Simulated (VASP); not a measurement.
Set up this calculation in VASP 6.6.1, as the native input.

```
Task                   : single point
Functional             : r2SCAN
Potentials or basis    : VASP PAW PBE potentials, release 64 (Zn, S)
Cutoff                 : 520 eV
k mesh                 : 6 × 6 × 4
Occupations            : gaussian, width 0.02 eV
Spin                   : no spin polarisation
Dipole correction      : no
Further INCAR settings : ALGO = Normal; EDIFF = 1e-07; NBANDS = 26
```

Crystal: ZnS.

```
CELL_PARAMETERS angstrom
3.57841 0.00000 0.00000
-1.78920 3.09899 0.00000
0.00000 0.00000 5.93037
ATOMIC_POSITIONS crystal
Zn 0.33333 0.66667 0.00206
Zn 0.66667 0.33333 0.50206
S 0.33333 0.66667 0.37294
S 0.66667 0.33333 0.87294
```

These files were run (other wordings do the same):

POSCAR

```
ZnS
1.0
    3.5784085092      0.0000000000      0.0000000000
   -1.7892042546      3.0989926741      0.0000000000
    0.0000000000      0.0000000000      5.9303746993
Zn S
2 2
Direct
    0.3333333333      0.6666666667      0.0020622314
    0.6666666667      0.3333333333      0.5020622314
    0.3333333333      0.6666666667      0.3729377686
    0.6666666667      0.3333333333      0.8729377686
```

INCAR.step1

```
ALGO = Normal ; EDIFF = 1E-4
ENCUT = 520 ; GGA = PE
ISMEAR = 0 ; LASPH = T
LCHARG = F ; LREAL = F
LWAVE = T ; NBANDS = 26
NELM = 80 ; PREC = Accurate
SIGMA = 0.02
```

INCAR.step2

```
ALGO = Normal ; EDIFF = 1E-7
ENCUT = 520 ; ISIF = 2
ISMEAR = 0 ; ISTART = 1
LASPH = T ; LCHARG = F
LMIXTAU = T ; LREAL = F
LWAVE = F ; METAGGA = R2SCAN
NBANDS = 26 ; NELM = 80
PREC = Accurate ; SIGMA = 0.02
```

KPOINTS

```
k-points
0
Gamma
  6 6 4
```

Potentials or basis: VASP PAW PBE potentials, release 64 (Zn, S).

Launch:

```sh
$ cat potpaw_PBE.64/Zn/POTCAR potpaw_PBE.64/S/POTCAR > POTCAR
$ cp INCAR.step1 INCAR
$ mpirun -np 1 vasp_std > vasp.out
$ cp INCAR.step2 INCAR
$ mpirun -np 1 vasp_std > vasp.out
```

It gave:

```
Pressure               : 20.2 GPa
Band gap on the k mesh : 3.62 eV, direct
```

Caveat: the PAW data sets were made with another functional, which shifts forces and pressure a little.

It took 86 s on 1 thread of Intel(R) Xeon(R) 6975P-C (Granite Rapids), on a shared host, peak memory 0.2 GiB.
